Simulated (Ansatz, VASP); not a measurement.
# MgBe2F4: VASP beside Ansatz

```
CELL_PARAMETERS angstrom
2.62963 -4.61836 0.00000
2.62963 4.61836 0.00000
0.00000 0.00000 4.97981
ATOMIC_POSITIONS crystal
Mg 0.00000 0.50000 0.00000
Mg 0.50000 0.00000 0.00000
Be 0.75000 0.25000 0.35541
Be 0.25000 0.75000 0.64459
Be 0.00000 0.00000 0.00000
Be 0.50000 0.50000 0.00000
F 0.00000 0.50000 0.50000
F 0.50000 0.00000 0.50000
F 0.87500 0.12500 0.17770
F 0.62500 0.37500 0.17770
F 0.12500 0.87500 0.82230
F 0.37500 0.62500 0.82230
F 0.25000 0.25000 0.00000
F 0.75000 0.75000 0.00000
```

Alike in both runs: task single point; functional PBE; k mesh 4 × 4 × 4; occupations gaussian, width 0.1 eV; collinear spin.

```csv
,VASP,Ansatz
version,VASP 6.6.1,Ansatz 0.2.0
potentials or method,"VASP PAW PBE potentials, release 64 (Mg, Be, F), cutoff 520 eV","scalar-relativistic, plane waves, PAW"
valence electrons in the cell,68,84
```

|  | VASP | Ansatz | Ansatz less VASP |
| --- | --- | --- | --- |
| gap on the k mesh at the Fermi level (eV) | none | none | - |
| rms of the force components (eV/Å) | 2.207 | 2.195 | -0.0121 |
| net moment per atom (μB) | 0.00 | 0.00 | 0.000 |

Atom by atom the forces differ by 0.020 eV/Å (rms over components). A gap of «none» marks a metal or a gap that the smearing closes. VASP's potentials hold 68 valence electrons a cell and Ansatz's 84, so a difference there can come from the potentials and not from the codes. Ansatz's warnings: seeded moment not kept.
